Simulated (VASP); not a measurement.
# PbSe (Fm-3m) in VASP: further runs, part 2 of 3

VASP 6.6.1. Earlier steps stand in the parts before.

**4. Electric field gradients, PBEsol (volume scaled by 0.98)**

Contents of INCAR:

```
PREC = Accurate
ENCUT = 400
EDIFF = 1E-8
ISMEAR = -1
SIGMA = 0.01
LREAL = F
LASPH = T
NELM = 120
ALGO = Normal
ISIF = 2
LWAVE = F
LCHARG = F
GGA = PS
LEFG = T
NBANDS = 17
GGA_COMPAT = F
```

Contents of KPOINTS:

```
regular mesh
0
Gamma
  9 9 9
```

Contents of POSCAR:

```
PbSe
1.0
    0.0000000000      3.0415980385      3.0415980385
    3.0415980385      0.0000000000      3.0415980385
    3.0415980385      3.0415980385      0.0000000000
Pb Se
1 1
Direct
    0.0000000000      0.0000000000      0.0000000000
    0.5000000000      0.5000000000      0.5000000000
```

Potentials or basis: VASP PAW PBE potentials, release 64 (Pb_d, Se).

Started as:

```sh
> cat potpaw_PBE.64/Pb_d/POTCAR potpaw_PBE.64/Se/POTCAR > POTCAR
> mpirun -np 1 vasp_std > vasp.out
```

OUTCAR:

```text
PREC = Accurate
   ENCUT = 400
   EDIFF = 1E-8
   ISMEAR = -1
   LREAL = F
   LASPH = T
   NELM = 120
   ISIF = 2
   GGA = PS

 ion  position               nearest neighbor table
   1  0.000  0.000  0.000-   2 3.04   2 3.04   2 3.04   2 3.04   2 3.04   2 3.04
   2  0.500  0.500  0.500-   1 3.04   1 3.04   1 3.04   1 3.04   1 3.04   1 3.04

  LATTYP: Found a face centered cubic cell.
 ALAT       =     6.0831960770

  Lattice vectors:

 A1 = (   0.0000000000,   3.0415980385,   3.0415980385)
 A2 = (   3.0415980385,   0.0000000000,   3.0415980385)
 A3 = (   3.0415980385,   3.0415980385,   0.0000000000)

Analysis of symmetry for initial positions (statically):
=====================================================================
 Subroutine PRICEL returns:
 Original cell was already a primitive cell.

 Routine SETGRP: Setting up the symmetry group for a
 face centered cubic supercell.

 Subroutine GETGRP returns: Found 48 space group operations
 (whereof 48 operations were pure point group operations)
 out of a pool of 48 trial point group operations.

The static configuration has the point symmetry O_h .

Analysis of symmetry for dynamics (positions and initial velocities):
=====================================================================
 Subroutine PRICEL returns:
 Original cell was already a primitive cell.

 Routine SETGRP: Setting up the symmetry group for a
 face centered cubic supercell.

 Subroutine GETGRP returns: Found 48 space group operations
 (whereof 48 operations were pure point group operations)
 out of a pool of 48 trial point group operations.

The dynamic configuration has the point symmetry O_h .

 Subroutine INISYM returns: Found 48 space group operations
 (whereof 48 operations are pure point group operations),
 and found     1 'primitive' translations

----------------------------------------------------------------------------------------

                                     Primitive cell

  volume of cell :      56.2776

  direct lattice vectors                    reciprocal lattice vectors
     0.000000000  3.041598039  3.041598039    -0.164387271  0.164387271  0.164387271
     3.041598039  0.000000000  3.041598039     0.164387271 -0.164387271  0.164387271
     3.041598039  3.041598039  0.000000000     0.164387271  0.164387271 -0.164387271

  length of vectors
     4.301469197  4.301469197  4.301469197     0.284727105  0.284727105  0.284727105

  position of ions in fractional coordinates (direct lattice)
     0.000000000  0.000000000  0.000000000
     0.500000000  0.500000000  0.500000000

  ion indices of the primitive-cell ions
   primitive index   ion index
                 1           1
                 2           2

----------------------------------------------------------------------------------------

 KPOINTS: regular mesh
[... 72 lines left out ...]
   IBRION =     -1    ionic relax: 0-MD 1-quasi-New 2-CG
   NFREE  =      0    steps in history (QN), initial steepest desc. (CG)
   ISIF   =      2    stress and relaxation
   ISYM   =      2    0-nonsym 1-usesym 2-fastsym
   POTIM  = 0.5000    time-step for ionic-motion
   TEBEG  =    0.0;   TEEND  =   0.0 temperature during run
   PSTRESS=    0.0 pullay stress
   NELECT =      20.0000    total number of electrons
   NUPDOWN=      -1.0000    fix difference up-down
   EMIN   =  10.00;   EMAX   =-10.00  energy-range for DOS
   EFERMI =   0.00;   METHOD = LEGACY
   ISMEAR =    -1;   SIGMA  =   0.01  broadening in eV -4-tet -1-fermi 0-gaus
   EFERMI_NEDOS =   21; number of points for ismear=-14 and -15
   IALGO  =     38    algorithm
   IMIX   =      4    mixing-type and parameters
     AMIX     =   0.40;   BMIX     =  1.00
     AMIX_MAG =   1.60;   BMIX_MAG =  1.00
  volume/ion in A,a.u.               =      28.14       189.89
  Fermi-wavevector in a.u.,A,eV,Ry     =   1.159595  2.191317 18.295219  1.344661
  Thomas-Fermi vector in A             =   2.296186
   LORBIT       =      0    0 simple, 1 ext, 2 COOP (PROOUT), +10 PAW based schemes
   GGA     = PS    functional components
   LHFCALC =     F    Hartree Fock is set to
   AEXX    =    0.0000 exact exchange contribution
   IVDW    =     0    specifies the selected vdW correction
   LEPSILON=     F    determine dielectric tensor
   LRPA    =     F    only Hartree local field effects (RPA)
 non-spin polarized calculation
  energy-cutoff  :      400.00
  volume of cell :       56.28
 maximum number of plane-waves:      1035
   NGX = 13   NGY = 13   NGZ = 13

 number of electron      20.0000007 magnetization

 Free energy of the ion-electron system (eV)
  ---------------------------------------------------
  ext. energy  EPLUGINS =         0.00000000
  ---------------------------------------------------
  free energy    TOTEN  =        -8.91625211 eV

  energy without entropy =       -8.91625211  energy(sigma->0) =       -8.91625211

 E-fermi :   5.1508     XC(G=0):  -9.8058

 val. band max:        4.9359119834   @ k =   0.4444   0.0000   0.0000
 cond. band min:       5.5677930437   @ k =   0.4444   0.0000   0.0000
 fundamental gap:      0.6318810603
 Fermi energy:         5.1507973990

 k-point     1 :       0.0000    0.0000    0.0000
  band No.  band energies     occupation
      1     -11.6339      2.00000
      2     -11.6339      2.00000
      3     -11.6339      2.00000
      4     -11.6334      2.00000
      5     -11.6334      2.00000
      6      -8.6244      2.00000
[... 457 lines left out ...]
      4     -11.5861      2.00000
      5     -11.5861      2.00000
      6      -7.1577      2.00000
[... 9 lines left out ...]
     16      16.6870      0.00000
     17      17.7219      0.00000

 [... further k-points ...]

------------------------ aborting loop because EDIFF is reached ----------------------------------------

  FORCE on cell =-STRESS in cart. coord.  units (eV):
  Direction    XX          YY          ZZ          XY          YZ          ZX
  --------------------------------------------------------------------------------------
  -------------------------------------------------------------------------------------
  Total        0.1698045      0.1698045      0.1698045      0.0000000      0.0000000      0.0000000
  in kB        4.8341965      4.8341965      4.8341965      0.0000000      0.0000000      0.0000000
  external PRESSURE =       4.8341965 kB  Pullay stress =       0.0000000 kB

 VOLUME and BASIS-vectors are now :
 -----------------------------------------------------------------------------
  energy-cutoff  :      400.00
  volume of cell :       56.28
      direct lattice vectors                 reciprocal lattice vectors
     0.000000000  3.041598039  3.041598039    -0.164387271  0.164387271  0.164387271
     3.041598039  0.000000000  3.041598039     0.164387271 -0.164387271  0.164387271
     3.041598039  3.041598039  0.000000000     0.164387271  0.164387271 -0.164387271

 POSITION                                       TOTAL-FORCE (eV/Angst)
 -----------------------------------------------------------------------------------
      0.00000      0.00000      0.00000         0.000000     -0.000000      0.000000
      3.04160      3.04160      3.04160        -0.000000      0.000000     -0.000000
 -----------------------------------------------------------------------------------
    total drift:                               -0.000000      0.000000      0.000000

  FREE ENERGIE OF THE ION-ELECTRON SYSTEM (eV)
  ---------------------------------------------------
  free  energy   TOTEN  =        -8.9162521145 eV

  energy  without entropy=       -8.9162521145  energy(sigma->0) =       -8.91625211

 Electric field gradients (V/A^2)
---------------------------------------------------------------------
 ion       V_xx      V_yy      V_zz      V_xy      V_xz      V_yz
---------------------------------------------------------------------
   1      -0.000    -0.000     0.000     0.001     0.001     0.001
   2       0.000    -0.000     0.000     0.000     0.000     0.000
---------------------------------------------------------------------

 Electric field gradients after diagonalization (V/A^2)
 (convention: |V_zz| > |V_xx| > |V_yy|)
----------------------------------------------------------------------
 ion       V_xx      V_yy      V_zz     asymmetry (V_yy - V_xx)/ V_zz
----------------------------------------------------------------------
   1      -0.001    -0.001     0.002       0.000
   2      -0.000    -0.000     0.000       0.000
----------------------------------------------------------------------

           NMR quadrupolar parameters

 Cq : quadrupolar parameter    Cq=e*Q*V_zz/h
 eta: asymmetry parameters     (V_yy - V_xx)/ V_zz
 Q  : nuclear electric quadrupole moment in mb (millibarn)
----------------------------------------------------------------------
 ion       Cq(MHz)       eta       Q (mb)
----------------------------------------------------------------------
   1       0.000       0.000       1.000
   2       0.000       0.000       1.000
----------------------------------------------------------------------
```

It took 14 s on 1 thread of Intel Xeon 6975P-C (Granite Rapids), shared host; peak memory 0.16 GiB.

What came out:

```yaml
Free_energy: -8.9163 eV
Pressure: 0.5 GPa
```

Caveat: this odd mesh misses L, where the gap lies, so gap, dielectric constants and Born charges aren't listed; without QUAD_EFG the Cq values of the log hold for a quadrupole moment of 1 mb, not for the nuclei; the PAW data sets were made with another functional, which shifts forces and pressure a little; spin-orbit coupling is left out, which moves the levels of the heavy elements.

**5. Electric field gradients, PBEsol (volume scaled by 0.99)**

Contents of INCAR:

```
SYSTEM = PbSe
PREC     = Accurate       ! precision mode
ENCUT    = 400            ! plane-wave cutoff, eV
EDIFF    = 1E-8           ! SCF threshold, eV
ISMEAR   = -1             ! smearing method
SIGMA    = 0.01           ! smearing width, eV
LREAL    = .FALSE.        ! projectors in reciprocal space
LASPH    = .TRUE.         ! aspherical terms in the spheres
NELM     = 120            ! most SCF steps
ALGO     = Normal         ! electronic algorithm
ISIF     = 2              ! what is computed and relaxed
LWAVE    = .FALSE.        ! write WAVECAR
LCHARG   = .FALSE.        ! write CHGCAR
GGA      = PS             ! functional
LEFG     = .TRUE.       
NBANDS   = 17             ! bands
GGA_COMPAT= .FALSE.
```

Contents of KPOINTS:

```
Automatic mesh
0
G
  9 9 9
  0 0 0
```

Contents of POSCAR:

```
PbSe
1.0
    0.0000000000      3.0519086191      3.0519086191
    3.0519086191      0.0000000000      3.0519086191
    3.0519086191      3.0519086191      0.0000000000
Pb Se
1 1
Direct
    0.0000000000      0.0000000000      0.0000000000
    0.5000000000      0.5000000000      0.5000000000
```

Potentials or basis: VASP PAW PBE potentials, release 64 (Pb_d, Se).

Started as:

```sh
> cat potpaw_PBE.64/Pb_d/POTCAR potpaw_PBE.64/Se/POTCAR > POTCAR
> mpirun -np 1 vasp_std > vasp.out
```

OUTCAR:

```text
SYSTEM = PbSe
   PREC = Accurate
   ENCUT = 400
   EDIFF = 1E-8
   ISMEAR = -1
   LREAL = .FALSE.
   LASPH = .TRUE.
   NELM = 120
   ISIF = 2
   GGA = PS

 ion  position               nearest neighbor table
   1  0.000  0.000  0.000-   2 3.05   2 3.05   2 3.05   2 3.05   2 3.05   2 3.05
   2  0.500  0.500  0.500-   1 3.05   1 3.05   1 3.05   1 3.05   1 3.05   1 3.05

  LATTYP: Found a face centered cubic cell.
 ALAT       =     6.1038172382

  Lattice vectors:

 A1 = (   0.0000000000,   3.0519086191,   3.0519086191)
 A2 = (   3.0519086191,   0.0000000000,   3.0519086191)
 A3 = (   3.0519086191,   3.0519086191,   0.0000000000)

Analysis of symmetry for initial positions (statically):
=====================================================================
 Subroutine PRICEL returns:
 Original cell was already a primitive cell.

 Routine SETGRP: Setting up the symmetry group for a
 face centered cubic supercell.

 Subroutine GETGRP returns: Found 48 space group operations
 (whereof 48 operations were pure point group operations)
 out of a pool of 48 trial point group operations.

The static configuration has the point symmetry O_h .

Analysis of symmetry for dynamics (positions and initial velocities):
=====================================================================
 Subroutine PRICEL returns:
 Original cell was already a primitive cell.

 Routine SETGRP: Setting up the symmetry group for a
 face centered cubic supercell.

 Subroutine GETGRP returns: Found 48 space group operations
 (whereof 48 operations were pure point group operations)
 out of a pool of 48 trial point group operations.

The dynamic configuration has the point symmetry O_h .

 Subroutine INISYM returns: Found 48 space group operations
 (whereof 48 operations are pure point group operations),
 and found     1 'primitive' translations

----------------------------------------------------------------------------------------

                                     Primitive cell

  volume of cell :      56.8518

  direct lattice vectors                    reciprocal lattice vectors
     0.000000000  3.051908619  3.051908619    -0.163831904  0.163831904  0.163831904
     3.051908619  0.000000000  3.051908619     0.163831904 -0.163831904  0.163831904
     3.051908619  3.051908619  0.000000000     0.163831904  0.163831904 -0.163831904

  length of vectors
     4.316050560  4.316050560  4.316050560     0.283765182  0.283765182  0.283765182

  position of ions in fractional coordinates (direct lattice)
     0.000000000  0.000000000  0.000000000
     0.500000000  0.500000000  0.500000000

  ion indices of the primitive-cell ions
   primitive index   ion index
                 1           1
                 2           2

----------------------------------------------------------------------------------------

 KPOINTS: Automatic mesh

Automatic generation of k-mesh.
[... 71 lines left out ...]
   NFREE  =      0    steps in history (QN), initial steepest desc. (CG)
   ISIF   =      2    stress and relaxation
   ISYM   =      2    0-nonsym 1-usesym 2-fastsym
   POTIM  = 0.5000    time-step for ionic-motion
   TEBEG  =    0.0;   TEEND  =   0.0 temperature during run
   PSTRESS=    0.0 pullay stress
   NELECT =      20.0000    total number of electrons
   NUPDOWN=      -1.0000    fix difference up-down
   EMIN   =  10.00;   EMAX   =-10.00  energy-range for DOS
   EFERMI =   0.00;   METHOD = LEGACY
   ISMEAR =    -1;   SIGMA  =   0.01  broadening in eV -4-tet -1-fermi 0-gaus
   EFERMI_NEDOS =   21; number of points for ismear=-14 and -15
   IALGO  =     38    algorithm
   IMIX   =      4    mixing-type and parameters
     AMIX     =   0.40;   BMIX     =  1.00
     AMIX_MAG =   1.60;   BMIX_MAG =  1.00
  volume/ion in A,a.u.               =      28.43       191.83
  Fermi-wavevector in a.u.,A,eV,Ry     =   1.155677  2.183914 18.171810  1.335590
  Thomas-Fermi vector in A             =   2.292304
   LORBIT       =      0    0 simple, 1 ext, 2 COOP (PROOUT), +10 PAW based schemes
   GGA     = PS    functional components
   LHFCALC =     F    Hartree Fock is set to
   AEXX    =    0.0000 exact exchange contribution
   IVDW    =     0    specifies the selected vdW correction
   LEPSILON=     F    determine dielectric tensor
   LRPA    =     F    only Hartree local field effects (RPA)
 non-spin polarized calculation
  energy-cutoff  :      400.00
  volume of cell :       56.85
 maximum number of plane-waves:      1044
   NGX = 15   NGY = 15   NGZ = 15

 number of electron      20.0000009 magnetization

 Free energy of the ion-electron system (eV)
  ---------------------------------------------------
  ext. energy  EPLUGINS =         0.00000000
  ---------------------------------------------------
  free energy    TOTEN  =        -8.91723718 eV

  energy without entropy =       -8.91723718  energy(sigma->0) =       -8.91723718

 E-fermi :   5.0301     XC(G=0):  -9.7590

 val. band max:        4.8125658381   @ k =   0.4444   0.0000   0.0000
 cond. band min:       5.4527836528   @ k =   0.4444   0.0000   0.0000
 fundamental gap:      0.6402178147
 Fermi energy:         5.0301154409

 k-point     1 :       0.0000    0.0000    0.0000
  band No.  band energies     occupation
      1     -11.7434      2.00000
      2     -11.7434      2.00000
      3     -11.7434      2.00000
      4     -11.7422      2.00000
      5     -11.7422      2.00000
      6      -8.6636      2.00000
[... 457 lines left out ...]
      4     -11.6974      2.00000
      5     -11.6974      2.00000
      6      -7.2361      2.00000
[... 9 lines left out ...]
     16      16.4880      0.00000
     17      17.5869      0.00000

 [... further k-points ...]

------------------------ aborting loop because EDIFF is reached ----------------------------------------

  FORCE on cell =-STRESS in cart. coord.  units (eV):
  Direction    XX          YY          ZZ          XY          YZ          ZX
  --------------------------------------------------------------------------------------
  -------------------------------------------------------------------------------------
  Total       -0.0247657     -0.0247657     -0.0247657      0.0000000      0.0000000      0.0000000
  in kB       -0.6979364     -0.6979364     -0.6979364      0.0000000      0.0000000      0.0000000
  external PRESSURE =      -0.6979364 kB  Pullay stress =       0.0000000 kB

 VOLUME and BASIS-vectors are now :
 -----------------------------------------------------------------------------
  energy-cutoff  :      400.00
  volume of cell :       56.85
      direct lattice vectors                 reciprocal lattice vectors
     0.000000000  3.051908619  3.051908619    -0.163831904  0.163831904  0.163831904
     3.051908619  0.000000000  3.051908619     0.163831904 -0.163831904  0.163831904
     3.051908619  3.051908619  0.000000000     0.163831904  0.163831904 -0.163831904

 POSITION                                       TOTAL-FORCE (eV/Angst)
 -----------------------------------------------------------------------------------
      0.00000      0.00000      0.00000        -0.000000     -0.000000      0.000000
      3.05191      3.05191      3.05191         0.000000      0.000000     -0.000000
 -----------------------------------------------------------------------------------
    total drift:                               -0.000000      0.000000      0.000000

  FREE ENERGIE OF THE ION-ELECTRON SYSTEM (eV)
  ---------------------------------------------------
  free  energy   TOTEN  =        -8.9172371808 eV

  energy  without entropy=       -8.9172371807  energy(sigma->0) =       -8.91723718

 Electric field gradients (V/A^2)
---------------------------------------------------------------------
 ion       V_xx      V_yy      V_zz      V_xy      V_xz      V_yz
---------------------------------------------------------------------
   1      -0.000    -0.000     0.000     0.001     0.001     0.001
   2       0.000    -0.000    -0.000     0.000     0.000     0.000
---------------------------------------------------------------------

 Electric field gradients after diagonalization (V/A^2)
 (convention: |V_zz| > |V_xx| > |V_yy|)
----------------------------------------------------------------------
 ion       V_xx      V_yy      V_zz     asymmetry (V_yy - V_xx)/ V_zz
----------------------------------------------------------------------
   1      -0.001    -0.001     0.002       0.000
   2      -0.000    -0.000     0.000       0.000
----------------------------------------------------------------------

           NMR quadrupolar parameters

 Cq : quadrupolar parameter    Cq=e*Q*V_zz/h
 eta: asymmetry parameters     (V_yy - V_xx)/ V_zz
 Q  : nuclear electric quadrupole moment in mb (millibarn)
----------------------------------------------------------------------
 ion       Cq(MHz)       eta       Q (mb)
----------------------------------------------------------------------
   1       0.000       0.000       1.000
   2       0.000       0.000       1.000
----------------------------------------------------------------------
```

Wall time 15 s (1 thread of Intel Xeon 6975P-C (Granite Rapids), shared host); peak memory 0.16 GiB.

Results:

```yaml
Free_energy: -8.9172 eV
Pressure: -0.1 GPa
```

Caveat: this odd mesh misses L, where the gap lies, so gap, dielectric constants and Born charges aren't listed; without QUAD_EFG the Cq values of the log hold for a quadrupole moment of 1 mb, not for the nuclei; the PAW data sets were made with another functional, which shifts forces and pressure a little; spin-orbit coupling is left out, which moves the levels of the heavy elements.

[end of part 2 of 3]
